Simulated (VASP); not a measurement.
# Ga2O3 (C2/m) in VASP: further runs, part 2 of 2

VASP 6.6.1. Earlier steps stand in the parts before.

## Step 3: Single point, PBE (epitaxial xy strain +2.0%)

Contents of INCAR:

```
PREC     = Accurate       # precision mode
ENCUT    = 520            # plane-wave cutoff, eV
EDIFF    = 1E-6           # SCF threshold, eV
ISMEAR   = -1             # smearing method
SIGMA    = 0.02           # smearing width, eV
LREAL    = False          # projectors in reciprocal space
LASPH    = True           # aspherical terms in the spheres
NELM     = 80             # most SCF steps
ALGO     = Normal         # electronic algorithm
ISIF     = 2              # what is computed and relaxed
LWAVE    = False          # write WAVECAR
LCHARG   = False          # write CHGCAR
GGA      = PE             # functional
NBANDS   = 55             # bands
```

Contents of KPOINTS:

```
Automatic mesh
0
Gamma
  8 8 4
```

Contents of POSCAR:

```
Ga2O3
1.0
    6.2499615533     -1.5499491160     -0.0025833965
    6.2499615533      1.5499491160     -0.0025833965
   -1.4113114636      0.0000000000      5.5763762978
Ga O
4 6
Direct
    0.3414319123      0.3414319123      0.6867850506
    0.6585680877      0.6585680877      0.3132149494
    0.9129214243      0.9129214243      0.2104209876
    0.0870785757      0.0870785757      0.7895790124
    0.5029911043      0.5029911043      0.7408294434
    0.4970088957      0.4970088957      0.2591705566
    0.8254816479      0.8254816479      0.4334545514
    0.1745183521      0.1745183521      0.5665454486
    0.1600909304      0.1600909304      0.1082987671
    0.8399090696      0.8399090696      0.8917012329
```

Potentials or basis: VASP PAW PBE potentials, release 64 (Ga_d, O).

Run with:

```sh
> cat potpaw_PBE.64/Ga_d/POTCAR potpaw_PBE.64/O/POTCAR > POTCAR
> mpirun -np 1 vasp_std > vasp.out
```

OUTCAR:

```text
PREC = Accurate
   ENCUT = 520
   EDIFF = 1E-6
   ISMEAR = -1
   LREAL = False
   LASPH = True
   NELM = 80
   ISIF = 2
   GGA = PE

 ion  position               nearest neighbor table
   1  0.341  0.341  0.687-  10 1.95  10 1.95   5 1.97   8 2.03   7 2.10   7 2.10
   2  0.659  0.659  0.313-   9 1.95   9 1.95   6 1.97   7 2.03   8 2.10   8 2.10
   3  0.913  0.913  0.210-  10 1.84   6 1.85   6 1.85   7 1.88
   4  0.087  0.087  0.790-   9 1.84   5 1.85   5 1.85   8 1.88
   5  0.503  0.503  0.741-   4 1.85   4 1.85   1 1.97
   6  0.497  0.497  0.259-   3 1.85   3 1.85   2 1.97
   7  0.825  0.825  0.433-   3 1.88   2 2.03   1 2.10   1 2.10
   8  0.175  0.175  0.567-   4 1.88   1 2.03   2 2.10   2 2.10
   9  0.160  0.160  0.108-   4 1.84   2 1.95   2 1.95
  10  0.840  0.840  0.892-   3 1.84   1 1.95   1 1.95

  LATTYP: Found a base centered monoclinic cell.
 ALAT       =    12.4999241744
 B/A-ratio  =     0.2479933629
 C/A-ratio  =     0.4601785677
 COS(beta)  =    -0.2457524083

  Lattice vectors:

 A1 = (   6.2499615533,  -1.5499491160,  -0.0025833965)
 A2 = (   6.2499615533,   1.5499491160,  -0.0025833965)
 A3 = (  -1.4113114636,   0.0000000000,   5.5763762978)

Analysis of symmetry for initial positions (statically):
=====================================================================
 Subroutine PRICEL returns:
 Original cell was already a primitive cell.

 Routine SETGRP: Setting up the symmetry group for a
 base centered monoclinic supercell.

 Subroutine GETGRP returns: Found  4 space group operations
 (whereof  4 operations were pure point group operations)
 out of a pool of  4 trial point group operations.

The static configuration has the point symmetry C_2h.

Analysis of symmetry for dynamics (positions and initial velocities):
=====================================================================
 Subroutine PRICEL returns:
 Original cell was already a primitive cell.

[... 144 lines left out ...]
  volume/ion in A,a.u.               =      10.80        72.90
  Fermi-wavevector in a.u.,A,eV,Ry     =   1.528945  2.889287 31.805977  2.337673
  Thomas-Fermi vector in A             =   2.636634
   LORBIT       =      0    0 simple, 1 ext, 2 COOP (PROOUT), +10 PAW based schemes
   GGA     = PE    functional components
   LHFCALC =     F    Hartree Fock is set to
   AEXX    =    0.0000 exact exchange contribution
   IVDW    =     0    specifies the selected vdW correction
   LEPSILON=     F    determine dielectric tensor
   LRPA    =     F    only Hartree local field effects (RPA)
 non-spin polarized calculation
  energy-cutoff  :      520.00
  volume of cell :      108.03
 maximum number of plane-waves:      2926
   NGX = 23   NGY = 23   NGZ = 21

 number of electron      87.9999979 magnetization

 Free energy of the ion-electron system (eV)
  ---------------------------------------------------
  ext. energy  EPLUGINS =         0.00000000
  ---------------------------------------------------
  free energy    TOTEN  =       -59.60526526 eV

  energy without entropy =      -59.60526526  energy(sigma->0) =      -59.60526526

 E-fermi :   4.1725     XC(G=0): -11.4476

 val. band max:        3.6583044159   @ k =   0.0000   0.0000   0.0000
 cond. band min:       5.7264286396   @ k =   0.0000   0.0000   0.0000
 fundamental gap:      2.0681242238
 Fermi energy:         4.1724958969

 k-point     1 :       0.0000    0.0000    0.0000
  band No.  band energies     occupation
      1     -15.1571      2.00000
      2     -14.0141      2.00000
      3     -13.9913      2.00000
      4     -13.9764      2.00000
      5     -13.4807      2.00000
      6     -13.4608      2.00000
[... 1381 lines left out ...]
     54      14.1769      0.00000
     55      15.3152      0.00000

 [... further k-points ...]
[... 5 lines left out ...]
  --------------------------------------------------------------------------------------
  -------------------------------------------------------------------------------------
  Total        1.8308358      0.8048634      5.3869752      0.0000000      0.0000000      0.2236854
  in kB       27.1536714     11.9371687     79.8958349      0.0000000      0.0000000      3.3175455
  external PRESSURE =      39.6622250 kB  Pullay stress =       0.0000000 kB

 VOLUME and BASIS-vectors are now :
 -----------------------------------------------------------------------------
  energy-cutoff  :      520.00
  volume of cell :      108.03
      direct lattice vectors                 reciprocal lattice vectors
     6.249961553 -1.549949116 -0.002583397     0.080008862 -0.322591235  0.020249248
     6.249961553  1.549949116 -0.002583397     0.080008862  0.322591235  0.020249248
    -1.411311464  0.000000000  5.576376298     0.000074132  0.000000000  0.179346689

 POSITION                                       TOTAL-FORCE (eV/Angst)
 -----------------------------------------------------------------------------------
      3.29861      0.00000      3.82801         0.034254      0.000000     -0.002809
      7.79001      0.00000      1.74320        -0.034254      0.000000      0.002809
     11.11448      0.00000      1.16867         0.004888      0.000000      0.013287
     -0.02587      0.00000      4.40254        -0.004888      0.000000     -0.013287
      5.24181      0.00000      4.12854        -0.067059      0.000000     -0.059242
      5.84680      0.00000      1.44266         0.067059      0.000000      0.059242
      9.70672      0.00000      2.41284        -0.014831      0.000000      0.046323
      1.38189      0.00000      3.15837         0.014831      0.000000     -0.046323
      1.84828      0.00000      0.60309         0.214626      0.000000      0.020077
      9.24033      0.00000      4.96812        -0.214626      0.000000     -0.020077
 -----------------------------------------------------------------------------------
    total drift:                                0.000000      0.000000      0.000000

  FREE ENERGIE OF THE ION-ELECTRON SYSTEM (eV)
  ---------------------------------------------------
  free  energy   TOTEN  =       -59.6052652639 eV

  energy  without entropy=      -59.6052652639  energy(sigma->0) =      -59.60526526
```

Run time: 8 min. Hardware: 1 thread of Intel Xeon Platinum 8488C (Sapphire Rapids), shared host; peak memory 0.53 GiB.

What came out:

| Property | Result |
| --- | --- |
| Free energy | -59.6053 eV |
| Pressure | 4.0 GPa |
| Largest force | 0.216 eV/Å |
| Band gap on the k mesh | 2.07 eV, direct |

Forces in eV/Å, atoms in the order of the input:
```
Ga   0.034  0.000 -0.003
Ga  -0.034  0.000  0.003
Ga   0.005  0.000  0.013
Ga  -0.005  0.000 -0.013
O   -0.067  0.000 -0.059
O    0.067  0.000  0.059
O   -0.015  0.000  0.046
O    0.015  0.000 -0.046
O    0.215  0.000  0.020
O   -0.215  0.000 -0.020
```

Stress tensor (GPa, compression positive):
```
2.72 0.00 0.33
0.00 1.19 0.00
0.33 0.00 7.99
```

Caveat: the cell differs from its parent crystal (epitaxial xy strain +2.0%).
